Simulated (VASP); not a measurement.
Here is a VASP 6.6.1 calculation.

The input POSCAR:

```
RbBr
1.0
    0.0000000000      3.5064331675      3.5064331675
    3.5064331675      0.0000000000      3.5064331675
    3.5064331675      3.5064331675      0.0000000000
Rb Br
1 1
Direct
    0.0000000000      0.0000000000      0.0000000000
    0.5000000000      0.5000000000      0.5000000000
```

The input INCAR.step1:

```
ALGO = Normal
EDIFF = 1E-4
ENCUT = 600
GGA = PE
ISMEAR = -1
LASPH = T
LCHARG = F
LREAL = F
LWAVE = T
NELM = 80
PREC = Accurate
SIGMA = 0.02
```

The input INCAR.step2:

```
ALGO = Normal
EDIFF = 1E-7
EDIFFG = -0.005
ENCUT = 600
IBRION = 2
ISIF = 3
ISMEAR = -1
ISTART = 1
LASPH = T
LCHARG = F
LMIXTAU = T
LREAL = F
LWAVE = F
METAGGA = R2SCAN
NELM = 80
NSW = 80
PREC = Accurate
SIGMA = 0.02
```

The input KPOINTS:

```
k-points
0
Gamma
  6 6 6
```

Potentials or basis: VASP PAW PBE potentials, release 64 (Rb_sv, Br).

The run is started by

```sh
$ cat potpaw_PBE.64/Rb_sv/POTCAR potpaw_PBE.64/Br/POTCAR > POTCAR
$ cp INCAR.step1 INCAR
$ mpirun -np 1 vasp_std > vasp.out
$ cp INCAR.step2 INCAR
$ mpirun -np 1 vasp_std > vasp.out
```

(1) Predict the relaxed cell.

(2) Predict the band gap on the k mesh.

(3) What does it give for the space group after relaxing (to 0.1 Å)?

(4) What does it give for the relaxed volume?

Answers

(1) a = 4.899 Å, b = 4.899 Å, c = 4.899 Å, α = 60.00°, β = 60.00°, γ = 60.00°.

(2) 4.89 eV.

(3) Fm-3m (No. 225).

(4) 41.56 Å³/atom.

Caveat: the PAW data sets were made with another functional, which shifts forces and pressure a little.
